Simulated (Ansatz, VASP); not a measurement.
**Two plane-wave programs on BSe**

```
B Se
1.0
     0.00000    2.35262    2.35262
     2.35262    0.00000    2.35262
     2.35262    2.35262    0.00000
B Se
1 1
Cartesian
  0.0000 0.0000 0.0000
  2.3526 2.3526 2.3526
```

Alike in both runs: functional PBE; k mesh 16 × 16 × 16; occupations gaussian, width 0.1 eV; no spin polarisation.

Ansatz relaxed the structure, and its values are those at the end. VASP's run is a single point on that final structure, the one shown.

|  | VASP | Ansatz |
| --- | --- | --- |
| version | VASP 6.6.1 | Ansatz 0.2.0 |
| potentials or method | VASP PAW PBE potentials, release 64 (B, Se), cutoff 520 eV | scalar-relativistic, plane waves, PAW |
| valence electrons in the cell | 9 | 19 |

VASP gave:

- gap on the k mesh at the Fermi level (eV): none
- pressure (GPa): 0.1

**Question.** Which values does Ansatz return?

**Answer.** gap on the k mesh at the Fermi level (eV): none; pressure (GPa): 0.0.

A gap of «none» marks a metal or a gap that the smearing closes. The functional is the same, so the differences come from potentials, cutoffs and numerics. VASP's potentials hold 9 valence electrons a cell and Ansatz's 19, so a difference there can come from the potentials and not from the codes.
